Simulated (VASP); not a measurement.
Ni:

```
CELL_PARAMETERS angstrom
0.00000 1.84132 1.84132
1.84132 0.00000 1.84132
1.84132 1.84132 0.00000
ATOMIC_POSITIONS crystal
Ni 0.00000 0.00000 0.00000
```

```yaml
Program: VASP 6.6.1
Task: relaxation of cell and atoms
Functional: PBEsol
Potentials_or_basis: VASP PAW PBE potentials, release 64 (Ni)
Cutoff: 600 eV
k_mesh: 10 × 10 × 10
Occupations: gaussian, width 0.1 eV
Spin: collinear spin, ferromagnetic start
Starting_moments: "[0.82] μB"
```

At the start: pressure -26.7 GPa; volume 12.49 Å³/atom.

Where does the relaxation end?

Over 4 steps the energy falls by 206.2 meV/atom and the volume is 10.40 Å³/atom (-16.7 %); space group Fm-3m (No. 225, to 0.1 Å) before and after; moment 0.71 μB per cell.

Step by step:
```csv
step,energy change (eV),largest force (eV/Å),pressure (GPa),volume (Å³)
1,0.0000,0.0000,-26.65,12.49
2,-0.0556,0.0000,42.25,9.10
3,-0.2061,0.0000,-0.79,10.44
4,-0.2062,0.0000,-0.25,10.40
```

Final structure:
```
CELL_PARAMETERS angstrom
0.00000 1.73270 1.73270
1.73270 0.00000 1.73270
1.73270 1.73270 0.00000
ATOMIC_POSITIONS crystal
Ni 0.00000 0.00000 0.00000
```

Caveat: the volume moved by over 15 % at a fixed basis, so the end points are rough; the PAW data sets were made with another functional, which shifts forces and pressure a little.
